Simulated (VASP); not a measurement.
Write the native input for VASP 6.6.1 that does the following.

- Task: single point
- Functional: PBEsol
- Potentials or basis: VASP PAW PBE potentials, release 64 (Cu)
- Cutoff: 520 eV
- k mesh: 24 × 24 × 24
- Occupations: gaussian, width 0.15 eV
- Spin: no spin polarisation
- Dipole correction: no
- Further INCAR settings: ALGO = Fast; EDIFF = 1e-06; NBANDS = 12

The structure of Cu lies in POSCAR:

```
Cu
1.0
   -1.4211514202      1.4211514202      1.3554402282
    1.4211514202     -1.4211514202      1.3554402282
    1.4211514202      1.4211514202     -1.3554402282
Cu
1
Direct
    0.0000000000      0.0000000000      0.0000000000
```

This cell differs from its parent crystal: strain -0.015 along x and y, -0.015 along z.

These files were run (other wordings do the same):

INCAR

```
SYSTEM = Cu
PREC = Accurate
ENCUT = 520
EDIFF = 1E-6
ISMEAR = 0
SIGMA = 0.15
LREAL = .FALSE.
LASPH = .TRUE.
NELM = 80
ALGO = Fast
ISIF = 2
LWAVE = .FALSE.
LCHARG = .FALSE.
GGA = PS
NBANDS = 12
```

KPOINTS

```
regular mesh
0
G
  24 24 24
  0 0 0
```

Potentials or basis: VASP PAW PBE potentials, release 64 (Cu).

Launch:

```console
$ cat potpaw_PBE.64/Cu/POTCAR > POTCAR
$ mpirun -np 1 vasp_std > vasp.out
```

Results of the run:

```yaml
Pressure: 7.6 GPa
```

Caveat: the cell differs from its parent crystal (strain -0.015 along x and y, -0.015 along z); the PAW data sets were made with another functional, which shifts forces and pressure a little.

It took 48 s on 1 thread of Intel(R) Xeon(R) 6975P-C (Granite Rapids) (shared host), peak memory 0.23 GiB.
